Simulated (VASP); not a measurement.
# Al in VASP: further runs, part 2 of 2

VASP 6.6.1. Earlier steps stand in the parts before.

### 3 Relaxation of the atoms, PBE+D3(BJ)

File INCAR:

```
PREC = Accurate ; ENCUT = 520
EDIFF = 1E-6 ; ISMEAR = -1
SIGMA = 0.1 ; LREAL = F
LASPH = T ; NELM = 80
ALGO = Normal ; ISIF = 2
LWAVE = F ; LCHARG = F
GGA = PE ; IVDW = 12
IBRION = 2 ; NSW = 45
EDIFFG = -0.08
```

File KPOINTS:

```
Automatic mesh
0
Gamma
  3 3 1
```

File POSCAR:

```
Al
1.0
    5.7275650000      0.0000000000      0.0000000000
    2.8637820000      4.9602170000      0.0000000000
    0.0000000000      0.0000000000     17.6765370000
Al
12
Selective dynamics
Direct
    0.1666667000      0.1666667000      0.0565722000  F F F
    0.6666667000      0.1666667000      0.0565722000  F F F
    0.1666667000      0.6666667000      0.0565722000  F F F
    0.6666667000      0.6666667000      0.0565722000  F F F
   -0.1666667000      0.3333333000      0.1888531000  T T T
    0.3333333000      0.3333333000      0.1888531000  T T T
   -0.1666667000      0.8333333000      0.1888531000  T T T
    0.3333333000      0.8333333000      0.1888531000  T T T
    0.0000000000      0.0000000000      0.3211340000  T T T
    0.5000000000      0.0000000000      0.3211340000  T T T
    0.0000000000      0.5000000000      0.3211340000  T T T
    0.5000000000      0.5000000000      0.3211340000  T T T
```

Potentials or basis: VASP PAW PBE potentials, release 64 (Al).

Command:

```console
cat potpaw_PBE.64/Al/POTCAR > POTCAR
mpirun -np 1 vasp_std > vasp.out
```

OUTCAR:

```text
PREC = Accurate
   ENCUT = 520
   EDIFF = 1E-6
   ISMEAR = -1
   LREAL = F
   LASPH = T
   NELM = 80
   ISIF = 2
   GGA = PE
   IVDW = 12
   IBRION = 2
   NSW = 45
   EDIFFG = -0.08
 IVDW          = 12

 ion  position               nearest neighbor table
   1  0.167  0.167  0.057-   6 2.86   8 2.86   5 2.86   3 2.86   3 2.86   2 2.86   2 2.86   4 2.86
                             4 2.86
   2  0.667  0.167  0.057-   5 2.86   7 2.86   6 2.86   4 2.86   4 2.86   1 2.86   1 2.86   3 2.86
                             3 2.86
[... 341 lines left out ...]
 -----------------------------------------------------------------------------
  energy-cutoff  :      520.00
  volume of cell :      502.19
      direct lattice vectors                 reciprocal lattice vectors
     5.727565000  0.000000000  0.000000000     0.174594265 -0.100802024  0.000000000
     2.863782000  4.960217000  0.000000000     0.000000000  0.201604083  0.000000000
     0.000000000  0.000000000 17.676537000     0.000000000  0.000000000  0.056572167

 POSITION                                       TOTAL-FORCE (eV/Angst)
 -----------------------------------------------------------------------------------
      1.43189      0.82670      1.00000         0.000000      0.000000      0.004657
      4.29567      0.82670      1.00000         0.000000     -0.000000      0.004657
      2.86378      3.30681      1.00000         0.000000     -0.000000      0.004657
      5.72756      3.30681      1.00000         0.000000     -0.000000      0.004657
      5.72756      1.65341      3.33827        -0.000000      0.000000      0.000008
      2.86378      1.65341      3.33827         0.000000      0.000000      0.000008
      7.15946      4.13351      3.33827        -0.000000      0.000000      0.000008
      4.29567      4.13351      3.33827        -0.000000     -0.000000      0.000008
      0.00000      0.00000      5.67654        -0.000000     -0.000000     -0.004665
      2.86378      0.00000      5.67654        -0.000000     -0.000000     -0.004665
      1.43189      2.48011      5.67654        -0.000000     -0.000000     -0.004665
      4.29567      2.48011      5.67654        -0.000000     -0.000000     -0.004665
 -----------------------------------------------------------------------------------
    total drift:                                0.000001      0.000001     -0.000155

  FREE ENERGIE OF THE ION-ELECTRON SYSTEM (eV)
  ---------------------------------------------------
  free  energy   TOTEN  =       -45.1585215595 eV

  energy  without entropy=      -44.8610900047  energy(sigma->0) =      -45.00980578

 reached required accuracy - stopping structural energy minimisation
```

OSZICAR:

```text
N       E                     dE             d eps       ncg     rms          rms(c)
DAV:   1     0.115098727720E+03    0.11510E+03   -0.11140E+04   150   0.103E+03
DAV:   2    -0.372046433728E+02   -0.15230E+03   -0.14825E+03   201   0.162E+02
DAV:   3    -0.440674887428E+02   -0.68628E+01   -0.67443E+01   179   0.351E+01
[... 11 lines left out ...]
DAV:  15    -0.424297838458E+02   -0.15552E-02   -0.16481E-04   169   0.450E-02    0.101E-02
DAV:  16    -0.424302717004E+02   -0.48785E-03   -0.46399E-05   154   0.255E-02    0.410E-03
DAV:  17    -0.424304700847E+02   -0.19838E-03   -0.40170E-05   177   0.154E-02    0.278E-03
DAV:  18    -0.424304803079E+02   -0.10223E-04   -0.13893E-06   164   0.516E-03    0.804E-04
DAV:  19    -0.424304810232E+02   -0.71523E-06   -0.14052E-07   129   0.216E-03
   1 F= -.45158522E+02 E0= -.45009806E+02  d E =-.451585E+02
```

Wall time 72 s (1 thread of Intel Xeon Platinum 8488C (Sapphire Rapids), shared host); peak memory 0.6 GiB.

What came out:

```
Free energy                : -45.1585 eV
Band gap on the k mesh     : zero (bands 18 and 19 overlap by 0.09 eV)
Dispersion energy per atom : -0.227 eV
```

Final structure:
```xyz
12
Lattice="5.7276 0.0000 0.0000 2.8638 4.9602 0.0000 0.0000 0.0000 17.6765" Properties=species:S:1:pos:R:3 pbc="T T T"
Al    1.4319    0.8267    1.0000
Al    4.2957    0.8267    1.0000
Al    2.8638    3.3068    1.0000
Al    5.7276    3.3068    1.0000
Al    5.7276    1.6534    3.3383
Al    2.8638    1.6534    3.3383
Al    7.1595    4.1335    3.3383
Al    4.2957    4.1335    3.3383
Al    0.0000    0.0000    5.6765
Al    2.8638    0.0000    5.6765
Al    1.4319    2.4801    5.6765
Al    4.2957    2.4801    5.6765
```

Caveat: the k points lie up to 0.42 Å⁻¹ apart; the relaxation stopped at its first step, so nothing moved; there is no dipole correction, which matters where the two faces differ.
